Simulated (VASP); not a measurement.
Crystal: GaN.

```
CELL_PARAMETERS angstrom
0.00000 2.27418 2.27418
2.27418 0.00000 2.27418
2.27418 2.27418 0.00000
ATOMIC_POSITIONS crystal
Ga 0.00000 0.00000 0.00000
N 0.25000 0.25000 0.25000
```

| Property | Result |
| --- | --- |
| Program | VASP 6.6.1 |
| Task | relaxation of cell and atoms |
| Functional | r2SCAN |
| Potentials or basis | VASP PAW PBE potentials, release 64 (Ga_d, N) |
| Cutoff | 600 eV |
| k mesh | 8 × 8 × 8 |
| Occupations | fermi-dirac, width 0.02 eV |
| Spin | no spin polarisation |

At the start: pressure -5.1 GPa; volume 11.76 Å³/atom.

Task: How do energy, volume and symmetry change on relaxing?

Result: Over 3 steps the energy falls by 5.3 meV/atom and the volume is 11.44 Å³/atom (-2.7 %); space group F-43m (No. 216, to 0.1 Å) before and after.

Step by step:
```
step  energy change (eV)  largest force (eV/Å)  pressure (GPa)  volume (Å³)
   1              0.0000                0.0000           -5.12        23.52
   2             -0.0002                0.0000            5.63        22.27
   3             -0.0107                0.0000            0.03        22.88
```

Final structure:
```yaml
crystal:
  lattice:
    - [0.00000, 2.25321, 2.25321]
    - [2.25321, 0.00000, 2.25321]
    - [2.25321, 2.25321, 0.00000]
  atoms:
    - { symbol: Ga, position: [0.00000, 0.00000, 0.00000] }
    - { symbol: N, position: [0.25000, 0.25000, 0.25000] }
```

Caveat: the structure was generated, so it needn't be the stable form of GaN; the PAW data sets were made with another functional, which shifts forces and pressure a little.
